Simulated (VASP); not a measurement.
Input of a VASP 6.6.1 run:

INCAR

```
ALGO = Normal ; EDIFF = 1E-7
ENCUT = 520 ; GGA = PE
ISIF = 2 ; ISMEAR = 1
LASPH = T ; LCHARG = F
LREAL = F ; LWAVE = F
NBANDS = 54 ; NELM = 80
PREC = Accurate ; SIGMA = 0.1807
```

File KPOINTS:

```
k-points
0
Gamma
  7 7 7
```

File POSCAR:

```
LaGeO3
1.0
    2.7541540000      1.5901140000      4.4496570000
   -2.7541540000      1.5901140000      4.4496570000
    0.0000000000     -3.1802190000      4.4496570000
Ge O La
2 6 2
Direct
    0.0000000000      0.0000000000      0.0000000000
    0.5000000000      0.5000000000      0.5000000000
    0.8048000000      0.6952000000      0.2500000000
    0.2500000000      0.8048000000      0.6952000000
    0.6952000000      0.2500000000      0.8048000000
    0.1952000000      0.3048000000      0.7500000000
    0.7500000000      0.1952000000      0.3048000000
    0.3048000000      0.7500000000      0.1952000000
    0.2500000000      0.2500000000      0.2500000000
    0.7500000000      0.7500000000      0.7500000000
```

Potentials or basis: VASP PAW PBE potentials, release 64 (Ge_d, O, La).

Run with:

```bash
$ cat potpaw_PBE.64/Ge_d/POTCAR potpaw_PBE.64/O/POTCAR potpaw_PBE.64/La/POTCAR > POTCAR
$ mpirun -np 1 vasp_std > vasp.out
```

Question: Estimate the band gap on the k mesh.

Answer: Zero (bands 43 and 44 overlap by 0.52 eV).

Question: Predict the largest force.

Answer: 0.277 eV/Å.

Question: Estimate the pressure.

Answer: 20.4 GPa.

Stress tensor (GPa, compression positive):
```
21.03  0.00  0.00
 0.00 21.03  0.00
 0.00  0.00 19.14
```

Caveat: the cell stands under pressure; spin-orbit coupling is left out, which moves the levels of the heavy elements.
